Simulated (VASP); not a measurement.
# MgO (Fm-3m) in VASP: single point with r2SCAN

Aim: the single point of MgO with r2SCAN.

Everything below comes from runs of VASP 6.6.1. Logs are shortened: lines on timing, memory, paths and dates and some standing lists are left out, and cuts for length are marked.

## Step 1: The cell of the first run

The structure is cubic, space group Fm-3m (No. 225). The conventional cell has a = 4.270 Å, b = 4.270 Å, c = 4.270 Å, α = 90.00°, β = 90.00°, γ = 90.00°. Within 2.8 Å of Mg (site symmetry m-3m) lie 6 O at 2.14 Å. O (site symmetry m-3m) has 6 Mg at 2.14 Å within 2.8 Å.

## Step 2: Single point, r2SCAN

The input, POSCAR:

```
MgO
1.0
    0.0000000000      2.1351500000      2.1351500000
    2.1351500000      0.0000000000      2.1351500000
    2.1351500000      2.1351500000      0.0000000000
Mg O
1 1
Direct
    0.0000000000      0.0000000000      0.0000000000
    0.5000000000      0.5000000000      0.5000000000
```

The input, INCAR.step1:

```
ALGO = Normal
EDIFF = 1E-5
ENCUT = 920
GGA = PE
GGA_COMPAT = False
ISMEAR = 0
LASPH = True
LCHARG = False
LREAL = False
LWAVE = True
NBANDS = 15
NELM = 120
PREC = Accurate
SIGMA = 0.05
```

The input, INCAR.step2:

```
ALGO = Normal
EDIFF = 1E-6
ENCUT = 920
GGA_COMPAT = False
ISIF = 2
ISMEAR = 0
ISTART = 1
LASPH = True
LCHARG = False
LMIXTAU = True
LREAL = False
LWAVE = False
METAGGA = R2SCAN
NBANDS = 15
NELM = 120
PREC = Accurate
SIGMA = 0.05
```

The input, KPOINTS:

```
k-points
0
Gamma
  10 10 10
```

Potentials or basis: VASP PAW PBE potentials, release 64 (Mg_sv, O).

Run with:

```
> cat potpaw_PBE.64/Mg_sv/POTCAR potpaw_PBE.64/O/POTCAR > POTCAR
> cp INCAR.step1 INCAR
> mpirun -np 1 vasp_std > vasp.out
> cp INCAR.step2 INCAR
> mpirun -np 1 vasp_std > vasp.out
```

OUTCAR:

```text
EDIFF = 1E-6
   ENCUT = 920
   ISIF = 2
   ISMEAR = 0
   ISTART = 1
   LASPH = True
   LREAL = False
   METAGGA = R2SCAN
   NELM = 120
   PREC = Accurate

 ion  position               nearest neighbor table
   1  0.000  0.000  0.000-
   2  0.500  0.500  0.500-

  LATTYP: Found a face centered cubic cell.
 ALAT       =     4.2703000000

  Lattice vectors:

 A1 = (   0.0000000000,   2.1351500000,   2.1351500000)
 A2 = (   2.1351500000,   0.0000000000,   2.1351500000)
 A3 = (   2.1351500000,   2.1351500000,   0.0000000000)

Analysis of symmetry for initial positions (statically):
=====================================================================
 Subroutine PRICEL returns:
 Original cell was already a primitive cell.

 Routine SETGRP: Setting up the symmetry group for a
 face centered cubic supercell.

 Subroutine GETGRP returns: Found 48 space group operations
 (whereof 48 operations were pure point group operations)
 out of a pool of 48 trial point group operations.

The static configuration has the point symmetry O_h .

Analysis of symmetry for dynamics (positions and initial velocities):
=====================================================================
 Subroutine PRICEL returns:
 Original cell was already a primitive cell.

 Routine SETGRP: Setting up the symmetry group for a
 face centered cubic supercell.

 Subroutine GETGRP returns: Found 48 space group operations
 (whereof 48 operations were pure point group operations)
 out of a pool of 48 trial point group operations.

The dynamic configuration has the point symmetry O_h .

 Subroutine INISYM returns: Found 48 space group operations
 (whereof 48 operations are pure point group operations),
 and found     1 'primitive' translations

----------------------------------------------------------------------------------------

                                     Primitive cell

  volume of cell :      19.4677

  direct lattice vectors                    reciprocal lattice vectors
     0.000000000  2.135150000  2.135150000    -0.234175585  0.234175585  0.234175585
     2.135150000  0.000000000  2.135150000     0.234175585 -0.234175585  0.234175585
     2.135150000  2.135150000  0.000000000     0.234175585  0.234175585 -0.234175585

  length of vectors
     3.019558088  3.019558088  3.019558088     0.405604011  0.405604011  0.405604011

[... 88 lines left out ...]
   POTIM  = 0.5000    time-step for ionic-motion
   TEBEG  =    0.0;   TEEND  =   0.0 temperature during run
   PSTRESS=    0.0 pullay stress
   NELECT =      16.0000    total number of electrons
   NUPDOWN=      -1.0000    fix difference up-down
   EMIN   =  10.00;   EMAX   =-10.00  energy-range for DOS
   EFERMI =   0.00;   METHOD = LEGACY
   ISMEAR =     0;   SIGMA  =   0.05  broadening in eV -4-tet -1-fermi 0-gaus
   EFERMI_NEDOS =   21; number of points for ismear=-14 and -15
   IALGO  =     38    algorithm
   IMIX   =      4    mixing-type and parameters
     AMIX     =   0.40;   BMIX     =  1.00
     AMIX_MAG =   1.60;   BMIX_MAG =  1.00
  volume/ion in A,a.u.               =       9.73        65.69
  Fermi-wavevector in a.u.,A,eV,Ry     =   1.533474  2.897846 31.994681  2.351543
  Thomas-Fermi vector in A             =   2.640536
   LORBIT       =      0    0 simple, 1 ext, 2 COOP (PROOUT), +10 PAW based schemes
   METAGGA = R2SCAN    functional components
   LHFCALC =     F    Hartree Fock is set to
   AEXX    =    0.0000 exact exchange contribution
   IVDW    =     0    specifies the selected vdW correction
   LEPSILON=     F    determine dielectric tensor
   LRPA    =     F    only Hartree local field effects (RPA)
 non-spin polarized calculation
 Gauss-broadening in eV      SIGMA  =   0.05
  energy-cutoff  :      920.00
  volume of cell :       19.47
 maximum number of plane-waves:      1251
 NGX is ok and might be reduce to    30
   NGX = 15   NGY = 15   NGZ = 15

 number of electron      15.9999993 magnetization

 Free energy of the ion-electron system (eV)
  ---------------------------------------------------
  ext. energy  EPLUGINS =         0.00000000
  ---------------------------------------------------
  free energy    TOTEN  =       -16.13850735 eV

  energy without entropy =      -16.13850735  energy(sigma->0) =      -16.13850735

 E-fermi :   2.6400     XC(G=0): -11.8149

 val. band max:        2.2236745969   @ k =   0.0000   0.0000   0.0000
 cond. band min:       7.4639505499   @ k =   0.0000   0.0000   0.0000
 fundamental gap:      5.2402759530
 Fermi energy:         2.6399830360

 k-point     1 :       0.0000    0.0000    0.0000
  band No.  band energies     occupation
      1     -72.9057      2.00000
      2     -37.9952      2.00000
      3     -37.9952      2.00000
      4     -37.9952      2.00000
      5     -15.7605      2.00000
      6       2.2237      2.00000
      7       2.2237      2.00000
      8       2.2237      2.00000
      9       7.4640      0.00000
     10      18.8405      0.00000
     11      18.8405      0.00000
     12      18.8405      0.00000
     13      22.8269      0.00000
     14      24.6201      0.00000
[... 401 lines left out ...]
      2     -38.0448      2.00000
      3     -38.0152      2.00000
      4     -38.0132      2.00000
      5     -14.6435      2.00000
      6      -1.2026      2.00000
      7       0.9710      2.00000
      8       1.1737      2.00000
      9      12.4428      0.00000
     10      13.2264      0.00000
     11      16.6203      0.00000
     12      21.2184      0.00000
     13      21.4264      0.00000
     14      28.0477      0.00000
     15      29.9317      0.00000

 [... further k-points ...]

------------------------ aborting loop because EDIFF is reached ----------------------------------------

  FORCE on cell =-STRESS in cart. coord.  units (eV):
  Direction    XX          YY          ZZ          XY          YZ          ZX
  --------------------------------------------------------------------------------------
  -------------------------------------------------------------------------------------
  Total       -0.7884342     -0.7884342     -0.7884342     -0.0000000     -0.0000000      0.0000000
  in kB      -64.8874758    -64.8874758    -64.8874758     -0.0000000     -0.0000000      0.0000000
  external PRESSURE =     -64.8874758 kB  Pullay stress =       0.0000000 kB

 VOLUME and BASIS-vectors are now :
 -----------------------------------------------------------------------------
  energy-cutoff  :      920.00
  volume of cell :       19.47
      direct lattice vectors                 reciprocal lattice vectors
     0.000000000  2.135150000  2.135150000    -0.234175585  0.234175585  0.234175585
     2.135150000  0.000000000  2.135150000     0.234175585 -0.234175585  0.234175585
     2.135150000  2.135150000  0.000000000     0.234175585  0.234175585 -0.234175585

 POSITION                                       TOTAL-FORCE (eV/Angst)
 -----------------------------------------------------------------------------------
      0.00000      0.00000      0.00000         0.000000     -0.000000     -0.000000
      2.13515      2.13515      2.13515        -0.000000      0.000000      0.000000
 -----------------------------------------------------------------------------------
    total drift:                                0.000000      0.000000      0.000000

  FREE ENERGIE OF THE ION-ELECTRON SYSTEM (eV)
  ---------------------------------------------------
  free  energy   TOTEN  =       -16.1385073509 eV

  energy  without entropy=      -16.1385073509  energy(sigma->0) =      -16.13850735
```

OSZICAR.step1:

```text
N       E                     dE             d eps       ncg     rms          rms(c)
DAV:   1     0.165208176240E+03    0.16521E+03   -0.14173E+04  1410   0.188E+03
DAV:   2    -0.699940415989E+01   -0.17221E+03   -0.16220E+03  1648   0.448E+02
DAV:   3    -0.133518573474E+02   -0.63525E+01   -0.63052E+01  1901   0.816E+01
DAV:   4    -0.134779497535E+02   -0.12609E+00   -0.12607E+00  1529   0.105E+01
DAV:   5    -0.134804921858E+02   -0.25424E-02   -0.25424E-02  1867   0.126E+00    0.863E+00
DAV:   6    -0.119089877758E+02    0.15715E+01   -0.26378E+00  1508   0.148E+01    0.290E+00
DAV:   7    -0.118947338372E+02    0.14254E-01   -0.13504E-01  1641   0.343E+00    0.175E+00
DAV:   8    -0.118842047500E+02    0.10529E-01   -0.40404E-02  1767   0.229E+00    0.343E-01
DAV:   9    -0.118830134376E+02    0.11913E-02   -0.38007E-03  1606   0.563E-01    0.101E-01
DAV:  10    -0.118832264869E+02   -0.21305E-03   -0.29964E-04  1718   0.192E-01    0.503E-02
DAV:  11    -0.118832156550E+02    0.10832E-04   -0.28111E-05  1718   0.550E-02    0.567E-03
DAV:  12    -0.118832157639E+02   -0.10887E-06   -0.63968E-07   817   0.119E-02
   1 F= -.11883216E+02 E0= -.11883216E+02  d E =-.210261E-23
```

It took 62 s on 1 thread of Intel Xeon 6975P-C (Granite Rapids), shared host; peak memory 0.18 GiB.

Results:

* Free energy: -16.1385 eV
* Pressure: -6.5 GPa
* Band gap on the k mesh: 5.24 eV

Levels at points of the mesh, in eV from the valence-band top:
```
           k point  band 4  band 5  band 6  band 7  band 8  band 9  band 10  band 11  band 12  band 13
(0.00, 0.00, 0.00)  -40.22  -17.98    0.00    0.00    0.00    5.24    16.62    16.62    16.62    20.60
(0.50, 0.00, 0.00)  -40.23  -16.81   -4.42   -0.63   -0.63    8.56    13.36    17.08    17.08    21.87
(0.50, 0.50, 0.00)  -40.24  -16.61   -3.91   -1.31   -1.31    9.98    10.70    13.86    19.81    19.81
```

Caveat: the cell stands under tension; the PAW data sets were made with another functional, which shifts forces and pressure a little. r2SCAN opens gaps a little over a GGA but as a rule still falls short of measured ones.
